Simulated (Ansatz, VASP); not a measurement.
## HfO2: VASP beside Ansatz

Contents of INCAR:

```
SYSTEM = HfO2
PREC = Accurate ; ENCUT = 520
EDIFF = 1E-6 ; ISMEAR = 0
SIGMA = 0.05 ; LREAL = .False.
LASPH = .True. ; NELM = 60
ALGO = Normal ; ISIF = 2
LWAVE = .False. ; LCHARG = .True.
GGA = PE ; LELF = .True.
LVHAR = .True. ; NBANDS = 31
```

The input KPOINTS:

```
regular mesh
0
Gamma
  6 6 4
  0 0 0
```

POSCAR

```
HfO2
1.0
    3.6043047840      0.0000000000      0.0000000000
    0.0000000000      3.6043047840      0.0000000000
    0.0000000000      0.0000000000      5.6587648079
Hf O
2 4
Direct
    0.5000000000      0.5000000000      0.5000000000
    0.0000000000      0.0000000000      0.0000000000
    0.0000000000      0.5000000000      0.6932520948
    0.5000000000      0.0000000000      0.8067479052
    0.5000000000      0.0000000000      0.3067479052
    0.0000000000      0.5000000000      0.1932520948
```

Input for Ansatz:

```yaml
crystal:
  lattice:
    - [3.604304784, 0.0, 0.0]
    - [0.0, 3.604304784, 0.0]
    - [0.0, 0.0, 5.6587648079]
  atoms:
    - { symbol: Hf, position: [0.5, 0.5, 0.5] }
    - { symbol: Hf, position: [0.0, 0.0, 0.0] }
    - { symbol: O, position: [0.0, 0.5, 0.6932520948] }
    - { symbol: O, position: [0.5, 0.0, 0.8067479052] }
    - { symbol: O, position: [0.5, 0.0, 0.3067479052] }
    - { symbol: O, position: [0.0, 0.5, 0.1932520948] }
basis:
  ecutwfc: 420
kpoints:
  mp_grid: { grid: [6, 6, 4] }
hamiltonian:
  xc: pbe
scf:
  occupations: { method: gaussian, width: 0.05 }
output:
  forces: true
  stress: true
  eigenvalues: true
```

Change from the starting cell: strain +0.0750 x Voigt [0, 0, 1, 0, 0, 0], atoms carried along.

Alike in both runs: task single point; functional PBE; k mesh 6 × 6 × 4; occupations gaussian, width 0.05 eV; no spin polarisation.

|  | VASP | Ansatz |
| --- | --- | --- |
| version | VASP 6.6.1 | Ansatz 0.2.0 |
| potentials or method | VASP PAW PBE potentials, release 64 (Hf_pv, O), cutoff 520 eV | scalar-relativistic, plane waves, PAW |
| valence electrons in the cell | 44 | 76 |

```tsv
	VASP	Ansatz	Ansatz less VASP
gap on the k mesh at the Fermi level (eV)	4.20	4.23	+0.035
least direct gap on the mesh (eV)	4.23	4.27	+0.033
pressure (GPa)	-15.7	-13.1	+2.61
traceless stress, the component that is largest in VASP (GPa)	-12.13	-12.06	+0.067
rms of the force components (eV/Å)	0.386	0.357	-0.0296
```

Atom by atom the forces differ by 0.030 eV/Å (rms over components). VASP's potentials hold 44 valence electrons a cell and Ansatz's 76, so a difference there can come from the potentials and not from the codes.

Neither program's run includes spin-orbit coupling.
